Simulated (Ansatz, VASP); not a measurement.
One calculation of Pt, two programs

POSCAR

```
Pt
1.0
    1.4199310047     -2.5507036507      0.0000000000
    1.4199310047      2.5507036507      0.0000000000
    0.0000000000      0.0000000000      4.8568390331
Pt
2
Direct
    0.6641465054      0.3358534946      0.2500000000
    0.3358534946      0.6641465054      0.7500000000
```

File INCAR.step1:

```
PREC     = Accurate       # precision mode
ENCUT    = 600            # plane-wave cutoff, eV
ISMEAR   = 0              # smearing method
SIGMA    = 0.1            # smearing width, eV
LREAL    = False          # projectors in reciprocal space
LASPH    = True           # aspherical terms in the spheres
NELM     = 80             # most SCF steps
GGA      = PE             # functional
ALGO     = Normal         # electronic algorithm
EDIFF    = 1E-4           # SCF threshold, eV
LWAVE    = True           # write WAVECAR
LCHARG   = False          # write CHGCAR
```

The input INCAR.step2:

```
PREC     = Accurate       # precision mode
ENCUT    = 600            # plane-wave cutoff, eV
EDIFF    = 1E-7           # SCF threshold, eV
ISMEAR   = 0              # smearing method
SIGMA    = 0.1            # smearing width, eV
LREAL    = False          # projectors in reciprocal space
LASPH    = True           # aspherical terms in the spheres
NELM     = 80             # most SCF steps
ALGO     = Normal         # electronic algorithm
ISIF     = 3              # what is computed and relaxed
LWAVE    = False          # write WAVECAR
LCHARG   = False          # write CHGCAR
METAGGA  = R2SCAN         # meta-GGA
LMIXTAU  = True         
IBRION   = 2              # ionic algorithm
NSW      = 80             # ionic steps
EDIFFG   = -0.05          # ionic threshold
ISTART   = 1
```

File KPOINTS:

```
regular mesh
0
Gamma
  8 8 4
```

Input for Ansatz:

```yaml
crystal:
  lattice:
    - [1.4199310047, -2.5507036507, 0.0]
    - [1.4199310047, 2.5507036507, 0.0]
    - [0.0, 0.0, 4.8568390331]
  atoms:
    - { symbol: Pt, position: [0.6641465054, 0.3358534946, 0.25] }
    - { symbol: Pt, position: [0.3358534946, 0.6641465054, 0.75] }
basis:
  ecutwfc: 500
kpoints:
  mp_grid: { grid: [8, 8, 4] }
hamiltonian:
  xc: r2scan
scf:
  occupations: { method: gaussian, width: 0.1 }
output:
  forces: true
  stress: true
  eigenvalues: true
relax:
  adjacent_minimum: "off"
  f_tol: 0.05
  max_steps: 60
  cell: { stress_tol: 0.5 }
```

Alike in both runs: task relaxation of cell and atoms; functional r2SCAN; k mesh 8 × 8 × 4; occupations gaussian, width 0.1 eV; no spin polarisation.

|  | VASP | Ansatz |
| --- | --- | --- |
| version | VASP 6.6.1 | Ansatz 0.2.0 |
| potentials or method | VASP PAW PBE potentials, release 64 (Pt), cutoff 600 eV | scalar-relativistic, plane waves, PAW |
| valence electrons in the cell | 20 | 36 |

Ansatz gave:

- gap on the k mesh at the Fermi level, each at its own relaxed structure (eV): none
- relaxed volume (Å³/atom): 15.43
- relaxed cell length with the largest relative difference (Å): 4.715

Question: Which values does VASP return?

Answer: gap on the k mesh at the Fermi level, each at its own relaxed structure (eV): none; relaxed volume (Å³/atom): 15.46; relaxed cell length with the largest relative difference (Å): 4.707.

VASP's potentials were made for PBE, not for r2SCAN. A gap of «none» marks a metal or a gap that the smearing closes. VASP's potentials hold 20 valence electrons a cell and Ansatz's 36, so a difference there can come from the potentials and not from the codes.

Neither program's run includes spin-orbit coupling.
